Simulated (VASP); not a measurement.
Input of a VASP 6.6.1 run:

The input INCAR:

```
  PREC = Accurate
  ENCUT = 520
  EDIFF = 1E-6
  ISMEAR = -1
  SIGMA = 0.05
  LREAL = F
  LASPH = T
  NELM = 80
  ALGO = Normal
  ISIF = 2
  LWAVE = F
  LCHARG = F
  NBANDS = 20
```

Contents of KPOINTS:

```
regular mesh
0
Gamma
  11 11 6
```

The input POSCAR:

```
Tc
1.0
    2.7937391334      0.0000000000      0.0000000000
   -1.3968695667      2.4194490611      0.0000000000
    0.0000000000      0.0000000000      4.4842571930
Tc
2
Direct
    0.6666666667      0.3333333333      0.7500000000
    0.3333333333      0.6666666667      0.2500000000
```

Potentials or basis: VASP PAW LDA potentials, release 64 (Tc_pv).

Launch:

```sh
$ cat potpaw_LDA.64/Tc_pv/POTCAR > POTCAR
$ mpirun -np 1 vasp_std > vasp.out
```

Question: Predict the pressure.

Answer: -26.5 GPa.

Question: Predict the band gap on the k mesh.

Answer: Zero (bands 13 and 14 overlap by 2.87 eV).

Stress tensor (GPa, compression positive):
```
-26.26   0.00   0.00
  0.00 -26.26   0.00
  0.00   0.00 -27.04
```

Caveat: the cell stands under tension.
